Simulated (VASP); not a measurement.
Wanted: the native input for a VASP 6.6.1 run.

```yaml
Task: single point
Functional: r2SCAN
Potentials_or_basis: VASP PAW PBE potentials, release 64 (Mg, Te)
Cutoff: 660 eV
k_mesh: 8 × 8 × 5
Occupations: gaussian, width 0.02 eV
Spin: no spin polarisation
Dipole_correction: no
Further_INCAR_settings: ALGO = Normal; EDIFF = 1e-06; NBANDS = 16
```

Crystal: MgTe.

```
Mg Te
1.0
     4.57748    0.00000    0.00000
    -2.28874    3.96421    0.00000
     0.00000    0.00000    7.45373
Mg Te
2 2
Cartesian
  0.0000 2.6428 7.4306
  2.2887 1.3214 3.7037
  0.0000 2.6428 2.7810
  2.2887 1.3214 6.5079
```

The input as run:

POSCAR

```
MgTe
1.0
    4.5774778924      0.0000000000      0.0000000000
   -2.2887389462      3.9642121401      0.0000000000
    0.0000000000      0.0000000000      7.4537313277
Mg Te
2 2
Direct
    0.3333333333      0.6666666667      0.9968935173
    0.6666666667      0.3333333333      0.4968935173
    0.3333333333      0.6666666667      0.3731064827
    0.6666666667      0.3333333333      0.8731064827
```

INCAR.step1

```
SYSTEM = MgTe
PREC     = Accurate       ! precision mode
ENCUT    = 660            ! plane-wave cutoff, eV
ISMEAR   = 0              ! smearing method
SIGMA    = 0.02           ! smearing width, eV
LREAL    = .FALSE.        ! projectors in reciprocal space
LASPH    = .TRUE.         ! aspherical terms in the spheres
NELM     = 120            ! most SCF steps
NBANDS   = 16             ! bands
GGA      = PE             ! functional
ALGO     = Normal         ! electronic algorithm
EDIFF    = 1E-5           ! SCF threshold, eV
LWAVE    = .TRUE.         ! write WAVECAR
LCHARG   = .FALSE.        ! write CHGCAR
GGA_COMPAT= .FALSE.
```

INCAR.step2

```
SYSTEM = MgTe
PREC     = Accurate       ! precision mode
ENCUT    = 660            ! plane-wave cutoff, eV
EDIFF    = 1E-6           ! SCF threshold, eV
ISMEAR   = 0              ! smearing method
SIGMA    = 0.02           ! smearing width, eV
LREAL    = .FALSE.        ! projectors in reciprocal space
LASPH    = .TRUE.         ! aspherical terms in the spheres
NELM     = 120            ! most SCF steps
ALGO     = Normal         ! electronic algorithm
ISIF     = 2              ! what is computed and relaxed
LWAVE    = .FALSE.        ! write WAVECAR
LCHARG   = .FALSE.        ! write CHGCAR
METAGGA  = R2SCAN         ! meta-GGA
LMIXTAU  = .TRUE.       
NBANDS   = 16             ! bands
ISTART   = 1            
GGA_COMPAT= .FALSE.
```

KPOINTS

```
Automatic mesh
0
G
  8 8 5
  0 0 0
```

Potentials or basis: VASP PAW PBE potentials, release 64 (Mg, Te).

Run with:

```bash
$ cat potpaw_PBE.64/Mg/POTCAR potpaw_PBE.64/Te/POTCAR > POTCAR
$ cp INCAR.step1 INCAR
$ mpirun -np 1 vasp_std > vasp.out
$ cp INCAR.step2 INCAR
$ mpirun -np 1 vasp_std > vasp.out
```

Results of the run:

```
Pressure               : -0.1 GPa
Band gap on the k mesh : 3.14 eV
```

Caveat: the PAW data sets were made with another functional, which shifts forces and pressure a little; spin-orbit coupling is left out, which moves the levels of the heavy elements.

Wall time 3.2 min on 1 thread of AMD EPYC 9R45 96-Core Processor (Zen 5) (shared host), peak memory 0.36 GiB.
